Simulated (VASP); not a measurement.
# Sb in VASP: further runs

Sb is run at these levels: PBEsol; tasks: single point.

Program: VASP 6.6.1. These are calculated values, not measurements. Logs are shortened: lines on timing, memory, paths and dates and some standing lists are left out, and cuts for length are marked.

## Step 1: The cell of the first run

The typed cell holds 4 atoms: a = 4.956 Å, b = 4.956 Å, c = 4.956 Å, α = 109.47°, β = 109.47°, γ = 109.48°.

## Step 2: Single point, PBEsol

File INCAR:

```
SYSTEM = Sb
PREC = Accurate
ENCUT = 520
EDIFF = 1E-6
ISMEAR = -1
SIGMA = 0.05
LREAL = .FALSE.
LASPH = .TRUE.
NELM = 60
ALGO = Normal
ISIF = 2
LWAVE = .FALSE.
LCHARG = .FALSE.
GGA = PS
NBANDS = 18
```

File KPOINTS:

```
Automatic mesh
0
G
  7 7 7
  0 0 0
```

File POSCAR:

```
Sb
1.0
   -2.8616914117      2.8616914117      2.8614228767
    2.8616914117     -2.8616914117      2.8614228767
    2.8616914117      2.8616914117     -2.8614228767
Sb
4
Direct
    0.7497611139      0.2497611139      0.9995222279
    0.2497611139      0.2502388861      0.5000000000
    0.2502388861      0.7502388861      0.0004777721
    0.7502388861      0.7497611139      0.5000000000
```

Potentials or basis: VASP PAW PBE potentials, release 64 (Sb).

The run is started by

```console
$ cat potpaw_PBE.64/Sb/POTCAR > POTCAR
$ mpirun -np 1 vasp_std > vasp.out
```

OUTCAR:

```text
SYSTEM = Sb
   PREC = Accurate
   ENCUT = 520
   EDIFF = 1E-6
   ISMEAR = -1
   LREAL = .FALSE.
   LASPH = .TRUE.
   NELM = 60
   ISIF = 2
   GGA = PS

 ion  position               nearest neighbor table
   1  0.750  0.250  1.000-   3 2.86   3 2.86   4 2.86   2 2.86   4 2.86   2 2.86
   2  0.250  0.250  0.500-   4 2.86   4 2.86   3 2.86   1 2.86   1 2.86   3 2.86
   3  0.250  0.750  0.000-   1 2.86   1 2.86   4 2.86   2 2.86   4 2.86   2 2.86
   4  0.750  0.750  0.500-   2 2.86   2 2.86   1 2.86   3 2.86   1 2.86   3 2.86

  LATTYP: Found a body centered tetragonal cell.
 ALAT       =     5.7233828234
 C/A-ratio  =     0.9999061621

  Lattice vectors:

 A1 = (  -2.8616914117,   2.8616914117,   2.8614228767)
 A2 = (   2.8616914117,  -2.8616914117,   2.8614228767)
 A3 = (   2.8616914117,   2.8616914117,  -2.8614228767)

Analysis of symmetry for initial positions (statically):
=====================================================================
 Subroutine PRICEL returns:
 Original cell was already a primitive cell.

 Routine SETGRP: Setting up the symmetry group for a
 body centered tetragonal supercell.

 Subroutine GETGRP returns: Found 16 space group operations
 (whereof  8 operations were pure point group operations)
 out of a pool of 16 trial point group operations.

The static configuration has the point symmetry C_4h.
 The point group associated with its full space group is D_4h.

Analysis of symmetry for dynamics (positions and initial velocities):
=====================================================================
 Subroutine PRICEL returns:
 Original cell was already a primitive cell.

 Routine SETGRP: Setting up the symmetry group for a
 body centered tetragonal supercell.

 Subroutine GETGRP returns: Found 16 space group operations
 (whereof  8 operations were pure point group operations)
 out of a pool of 16 trial point group operations.

The dynamic configuration has the point symmetry C_4h.
 The point group associated with its full space group is D_4h.

 Subroutine INISYM returns: Found 16 space group operations
 (whereof  8 operations are pure point group operations),
 and found     1 'primitive' translations

----------------------------------------------------------------------------------------

                                     Primitive cell

  volume of cell :      93.7319

  direct lattice vectors                    reciprocal lattice vectors
    -2.861691412  2.861691412  2.861422877     0.000000000  0.174721844  0.174738241
     2.861691412 -2.861691412  2.861422877     0.174721844  0.000000000  0.174738241
     2.861691412  2.861691412 -2.861422877     0.174721844  0.174721844  0.000000000

  length of vectors
     4.956439887  4.956439887  4.956439887     0.247105596  0.247105596  0.247094001

  position of ions in fractional coordinates (direct lattice)
     0.749761114  0.249761114  0.999522228
     0.249761114  0.250238886  0.500000000
     0.250238886  0.750238886  0.000477772
     0.750238886  0.749761114  0.500000000

  ion indices of the primitive-cell ions
   primitive index   ion index
                 1           1
                 2           2
                 3           3
                 4           4

----------------------------------------------------------------------------------------

 KPOINTS: Automatic mesh

Automatic generation of k-mesh.
 Grid dimensions read from file:
 generate k-points for:    7    7    7

 Generating k-lattice:

  Cartesian coordinates                     Fractional coordinates (reciprocal lattice)
     0.000000000  0.024960263  0.024962606     0.142857143 -0.000000000  0.000000000
     0.024960263  0.000000000  0.024962606    -0.000000000  0.142857143  0.000000000
     0.024960263  0.024960263  0.000000000     0.000000000  0.000000000  0.142857143

  Length of vectors
     0.035300799  0.035300799  0.035299143

  Shift w.r.t. Gamma in fractional coordinates (k-lattice)
     0.000000000  0.000000000  0.000000000

 Subroutine IBZKPT returns following result:
 ===========================================

 Found     40 irreducible k-points:

 Following reciprocal coordinates:
            Coordinates               Weight
  0.000000  0.000000  0.000000      1.000000
  0.142857  0.000000 -0.000000      8.000000
  0.285714  0.000000 -0.000000      8.000000
  0.428571 -0.000000  0.000000      8.000000
  0.142857  0.142857 -0.000000      8.000000
  0.285714  0.142857 -0.000000     16.000000
[... 16 lines left out ...]
 -0.142857  0.285714  0.142857      8.000000
 -0.428571  0.428571  0.142857      8.000000
 [... further k-points ...]
   k-points           NKPTS =     40   k-points in BZ     NKDIM =     40   number of bands    NBANDS=     18
   number of dos      NEDOS =    301   number of ions     NIONS =      4
   total plane-waves  NPLWV =  64000
   dimension x,y,z NGX =    40 NGY =   40 NGZ =   40
   dimension x,y,z NGXF=    80 NGYF=   80 NGZF=   80
   ions per type =               4
   NGX,Y,Z   is equivalent  to a cutoff of  13.42, 13.42, 13.42 a.u.
   NGXF,Y,Z  is equivalent  to a cutoff of  26.83, 26.83, 26.83 a.u.
 SYSTEM =  Sb
   PREC   = accura    normal or accurate (medium, high low for compatibility)
   ISTART =      0    job   : 0-new  1-cont  2-samecut
   ICHARG =      2    charge: 1-file 2-atom 10-const
   ISPIN  =      1    spin polarized calculation?
   LNONCOLLINEAR =      F non collinear calculations
   LSORBIT =      F    spin-orbit coupling
   LASPH  =      T    aspherical Exc in radial PAW
   ENCUT  =  520.0 eV  38.22 Ry    6.18 a.u.   9.22  9.22  9.22*2*pi/ulx,y,z
   NELM   =     60;   NELMIN=  2; NELMDL= -5     # of ELM steps
   EDIFF  = 0.1E-05   stopping-criterion for ELM
   LREAL  =      F    real-space projection
   EDIFFG = 0.1E-04   stopping-criterion for IOM
   NSW    =      0    number of steps for IOM
   IBRION =     -1    ionic relax: 0-MD 1-quasi-New 2-CG
   NFREE  =      0    steps in history (QN), initial steepest desc. (CG)
   ISIF   =      2    stress and relaxation
   ISYM   =      2    0-nonsym 1-usesym 2-fastsym
   POTIM  = 0.5000    time-step for ionic-motion
   TEBEG  =    0.0;   TEEND  =   0.0 temperature during run
   PSTRESS=    0.0 pullay stress
   NELECT =      20.0000    total number of electrons
   NUPDOWN=      -1.0000    fix difference up-down
   EMIN   =  10.00;   EMAX   =-10.00  energy-range for DOS
   EFERMI =   0.00;   METHOD = LEGACY
   ISMEAR =    -1;   SIGMA  =   0.05  broadening in eV -4-tet -1-fermi 0-gaus
   EFERMI_NEDOS =   21; number of points for ismear=-14 and -15
   IALGO  =     38    algorithm
   IMIX   =      4    mixing-type and parameters
     AMIX     =   0.40;   BMIX     =  1.00
     AMIX_MAG =   1.60;   BMIX_MAG =  1.00
  volume/ion in A,a.u.               =      23.43       158.13
  Fermi-wavevector in a.u.,A,eV,Ry     =   0.978263  1.848649 13.020754  0.956998
  Thomas-Fermi vector in A             =   2.109025
   LORBIT       =      0    0 simple, 1 ext, 2 COOP (PROOUT), +10 PAW based schemes
   GGA     = PS    functional components
   LHFCALC =     F    Hartree Fock is set to
   AEXX    =    0.0000 exact exchange contribution
   IVDW    =     0    specifies the selected vdW correction
   LEPSILON=     F    determine dielectric tensor
   LRPA    =     F    only Hartree local field effects (RPA)
 non-spin polarized calculation
  energy-cutoff  :      520.00
  volume of cell :       93.73
 maximum number of plane-waves:      2533
 NGX is ok and might be reduce to    40
   NGX = 19   NGY = 19   NGZ = 19

 number of electron      19.9999998 magnetization

 Free energy of the ion-electron system (eV)
  ---------------------------------------------------
  ext. energy  EPLUGINS =         0.00000000
  ---------------------------------------------------
  free energy    TOTEN  =       -17.03410806 eV

  energy without entropy =      -17.01907625  energy(sigma->0) =      -17.02659216

 E-fermi :  10.3871     XC(G=0): -10.8037

 val. band max:       10.3372356121   @ k =   0.4286   0.1429  -0.0000
 cond. band min:      10.4631785665   @ k =   0.4286  -0.0000   0.0000
 fundamental gap:      0.1259429544
 Fermi energy:        10.3871194008

 k-point     1 :       0.0000    0.0000    0.0000
  band No.  band energies     occupation
      1      -4.1491      2.00000
      2       3.0580      2.00000
      3       3.0598      2.00000
      4       3.0598      2.00000
      5       5.6482      2.00000
      6       5.6482      2.00000
[... 10 lines left out ...]
     17      17.6393      0.00000
     18      17.6409      0.00000

 k-point     2 :       0.1429    0.0000   -0.0000
  band No.  band energies     occupation
      1      -3.9613      2.00000
      2       2.0371      2.00000
      3       2.6119      2.00000
      4       2.6131      2.00000
      5       5.5118      2.00000
      6       5.5128      2.00000
[... 10 lines left out ...]
     17      18.1174      0.00000
     18      19.1092      0.00000

 k-point     3 :       0.2857    0.0000   -0.0000
  band No.  band energies     occupation
      1      -3.3996      2.00000
      2       0.3598      2.00000
      3       1.9877      2.00000
      4       1.9883      2.00000
      5       5.2427      2.00000
      6       5.2433      2.00000
[... 10 lines left out ...]
     17      16.4093      0.00000
     18      16.4111      0.00000

 k-point     4 :       0.4286   -0.0000    0.0000
  band No.  band energies     occupation
      1      -2.4720      2.00000
      2      -1.2001      2.00000
      3       1.6352      2.00000
      4       1.6354      2.00000
      5       5.0551      2.00000
      6       5.0553      2.00000
[... 10 lines left out ...]
     17      15.9893      0.00000
     18      17.2407      0.00000

 k-point     5 :       0.1429    0.1429   -0.0000
  band No.  band energies     occupation
      1      -3.5865      2.00000
      2       1.2704      2.00000
      3       1.2704      2.00000
      4       2.4093      2.00000
      5       5.5944      2.00000
      6       5.5944      2.00000
[... 10 lines left out ...]
     17      16.7833      0.00000
     18      18.0902      0.00000

 k-point     6 :       0.2857    0.1429   -0.0000
  band No.  band energies     occupation
      1      -2.8419      2.00000
      2      -0.3311      2.00000
      3       0.7477      2.00000
      4       2.0165      2.00000
      5       5.2471      2.00000
      6       6.2888      2.00000
[... 10 lines left out ...]
     17      15.5421      0.00000
     18      15.9257      0.00000

 k-point     7 :       0.4286    0.1429   -0.0000
  band No.  band energies     occupation
      1      -1.7430      2.00000
      2      -1.7428      2.00000
      3       0.5673      2.00000
      4       1.8607      2.00000
      5       5.1175      2.00000
      6       6.2318      2.00000
[... 10 lines left out ...]
     17      15.7774      0.00000
     18      16.5551      0.00000

 k-point     8 :      -0.4286    0.1429   -0.0000
  band No.  band energies     occupation
      1      -2.8421      2.00000
      2      -0.3308      2.00000
      3       0.7474      2.00000
      4       2.0170      2.00000
      5       5.2467      2.00000
      6       6.2892      2.00000
[... 10 lines left out ...]
     17      15.5429      0.00000
     18      15.9255      0.00000
[... 229 lines left out ...]
     17      17.4919      0.00000
     18      17.8956      0.00000

 k-point    20 :       0.2857    0.2857    0.1429
  band No.  band energies     occupation
      1      -0.9989      2.00000
      2      -0.9989      2.00000
      3      -0.9987      2.00000
      4       0.2746      2.00000
      5       8.2577      2.00000
      6       8.2577      2.00000
[... 10 lines left out ...]
     17      18.6371      0.00000
     18      18.8742      0.00000

 k-point    21 :       0.4286    0.2857    0.1429
  band No.  band energies     occupation
      1      -2.0979      2.00000
      2      -0.8264      2.00000
      3       0.4140      2.00000
      4       0.4140      2.00000
      5       7.0549      2.00000
      6       7.0549      2.00000
[... 10 lines left out ...]
     17      16.7506      0.00000
     18      16.7506      0.00000

 k-point    22 :      -0.2857    0.2857    0.1429
  band No.  band energies     occupation
      1      -3.2167      2.00000
      2       0.3726      2.00000
      3       0.8852      2.00000
      4       3.3633      2.00000
      5       4.3599      2.00000
      6       4.8881      2.00000
[... 10 lines left out ...]
     17      15.2185      0.00000
     18      17.6765      0.00000

 k-point    23 :      -0.1429    0.2857    0.1429
  band No.  band energies     occupation
      1      -3.2167      2.00000
      2       0.3738      2.00000
      3       0.8836      2.00000
      4       3.3629      2.00000
      5       4.3601      2.00000
      6       4.8883      2.00000
[... 10 lines left out ...]
     17      15.2152      0.00000
     18      17.6783      0.00000

 k-point    24 :      -0.4286    0.4286    0.1429
  band No.  band energies     occupation
      1      -2.3012      2.00000
      2      -1.0653      2.00000
      3       0.5111      2.00000
      4       3.1122      2.00000
      5       4.0715      2.00000
      6       5.7306      2.00000
[... 10 lines left out ...]
     17      16.3477      0.00000
     18      16.4673      0.00000

 [... further k-points ...]
[... 5 lines left out ...]
  --------------------------------------------------------------------------------------
  -------------------------------------------------------------------------------------
  Total       12.0614893     12.0614893     12.0744729      0.0000000     -0.0000000     -0.0000000
  in kB      206.1692460    206.1692460    206.3911764      0.0000000     -0.0000000     -0.0000000
  external PRESSURE =     206.2432228 kB  Pullay stress =       0.0000000 kB

 VOLUME and BASIS-vectors are now :
 -----------------------------------------------------------------------------
  energy-cutoff  :      520.00
  volume of cell :       93.73
      direct lattice vectors                 reciprocal lattice vectors
    -2.861691412  2.861691412  2.861422877     0.000000000  0.174721844  0.174738241
     2.861691412 -2.861691412  2.861422877     0.174721844  0.000000000  0.174738241
     2.861691412  2.861691412 -2.861422877     0.174721844  0.174721844  0.000000000

 POSITION                                       TOTAL-FORCE (eV/Angst)
 -----------------------------------------------------------------------------------
      1.42948      4.29117     -0.00000         0.000160      0.000160      0.000000
      1.43221      1.42948      0.00000        -0.000160      0.000160      0.000000
      1.43221     -1.42948      2.86142        -0.000160     -0.000160     -0.000000
      1.42948      1.43221      2.86142         0.000160     -0.000160      0.000000
 -----------------------------------------------------------------------------------
    total drift:                               -0.000000      0.000000     -0.000000

  FREE ENERGIE OF THE ION-ELECTRON SYSTEM (eV)
  ---------------------------------------------------
  free  energy   TOTEN  =       -17.0341080648 eV

  energy  without entropy=      -17.0190762547  energy(sigma->0) =      -17.02659216
```

Run time: 70 s. Hardware: 1 thread of Intel Xeon 6975P-C, shared host; peak memory 0.25 GiB.

What came out:

```
Free energy            : -17.0341 eV
Pressure               : 20.6 GPa
Band gap on the k mesh : zero (band 10 reaches 11.86 eV, above the bottom of band 11 at 9.63 eV)
```

Levels at points of the mesh, in eV from the Fermi level:
```csv
k point,band 8,band 9,band 10,band 11,band 12,band 13
"(0.00, 0.00, 0.00)",-4.74,-4.74,-4.74,1.14,1.14,1.14
```

Caveat: the PAW data sets were made with another functional, which shifts forces and pressure a little; spin-orbit coupling is left out, which moves the levels of the heavy elements.

(Part 1 of 2 ends here.)
